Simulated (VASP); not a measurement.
Write the native input for VASP 6.6.1 that does the following.

```
Task                   : single point
Functional             : PBEsol
Dispersion             : D4
Potentials or basis    : VASP PAW PBE potentials, release 64 (Mo_sv, S)
Cutoff                 : 520 eV
k mesh                 : 11 × 11 × 11
Occupations            : methfessel-paxton, width 0.1 eV
Spin                   : no spin polarisation
Dipole correction      : no
Further INCAR settings : ALGO = Normal; EDIFF = 1e-07; NBANDS = 20
```

The structure of MoS2 lies in POSCAR:

```
MoS2
1.0
    1.5855000000      0.9153900000      6.1150000000
   -1.5855000000      0.9153900000      6.1150000000
    0.0000000000     -1.8307800000      6.1150000000
Mo S
1 2
Direct
    0.0000000000      0.0000000000      0.0000000000
    0.7500000000      0.7500000000      0.7500000000
    0.2500000000      0.2500000000      0.2500000000
```

One way to write it, as run:

INCAR

```
SYSTEM = MoS2
ALGO = Normal ; EDIFF = 1E-7
ENCUT = 520 ; GGA = PS
ISIF = 2 ; ISMEAR = 1
IVDW = 13 ; LASPH = .TRUE.
LCHARG = .FALSE. ; LREAL = .FALSE.
LWAVE = .FALSE. ; NBANDS = 20
NELM = 60 ; PREC = Accurate
SIGMA = 0.1
```

KPOINTS

```
k-points
0
G
  11 11 11
  0 0 0
```

Potentials or basis: VASP PAW PBE potentials, release 64 (Mo_sv, S).

Command:

```console
$ cat potpaw_PBE.64/Mo_sv/POTCAR potpaw_PBE.64/S/POTCAR > POTCAR
$ mpirun -np 1 vasp_std > vasp.out
```

It gave:

- Pressure: 0.7 GPa
- Largest force: 0.788 eV/Å
- Band gap on the k mesh: zero (bands 13 and 14 overlap by 0.54 eV)
- Dispersion energy per atom: -0.246 eV

Caveat: the PAW data sets were made with another functional, which shifts forces and pressure a little.

Run time: 12 min on 1 thread of Intel(R) Xeon(R) Platinum 8259CL CPU @ 2.50GHz (Skylake/Cascade Lake), on a shared host, peak memory 0.4 GiB.
